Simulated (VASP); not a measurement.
Here is a VASP 6.6.1 calculation.

The input INCAR:

```
PREC     = Accurate       # precision mode
ENCUT    = 400            # plane-wave cutoff, eV
EDIFF    = 1E-6           # SCF threshold, eV
ISMEAR   = 0              # smearing method
SIGMA    = 0.1            # smearing width, eV
LREAL    = False          # projectors in reciprocal space
LASPH    = True           # aspherical terms in the spheres
NELM     = 120            # most SCF steps
ALGO     = Normal         # electronic algorithm
ISIF     = 2              # what is computed and relaxed
LWAVE    = False          # write WAVECAR
LCHARG   = False          # write CHGCAR
LDIPOL   = True         
IDIPOL   = 3            
DIPOL    = 0.5 0.5 0.286
GGA      = PE             # functional
NBANDS   = 40             # bands
GGA_COMPAT= False        
NELMDL   = -8
```

KPOINTS

```
Automatic mesh
0
Gamma
  4 4 1
```

POSCAR

```
Na4H
1.0
    7.2665054626      0.0000000000      0.0000000000
   -2.4221684875      6.8509270508      0.0000000000
    0.0000000000      0.0000000000     20.9665384335
Na H
8 2
Direct
    0.2500000000      0.2500000000      0.1907801811
    0.2500000000      0.7500000000      0.1907801811
    0.7500000000      0.2500000000      0.1907801811
    0.7500000000      0.7500000000      0.1907801811
    0.0000000000      0.0000000000      0.3322693660
    0.0000000000      0.5000000000      0.3322693660
    0.5000000000      0.0000000000      0.3322693660
    0.5000000000      0.5000000000      0.3322693660
    0.0854033960      0.3333333333      0.3842569654
    0.2479299373      0.3333333333      0.3842569654
```

Potentials or basis: VASP PAW PBE potentials, release 64 (Na_pv, H).

Command:

```sh
$ cat potpaw_PBE.64/Na_pv/POTCAR potpaw_PBE.64/H/POTCAR > POTCAR
$ mpirun -np 1 vasp_std > vasp.out
```

(1) Predict the band gap on the k mesh.

(2) What does it give for the largest force?

## Answers

(1) zero (bands 29 and 30 overlap by 0.69 eV).

(2) 2.237 eV/Å.
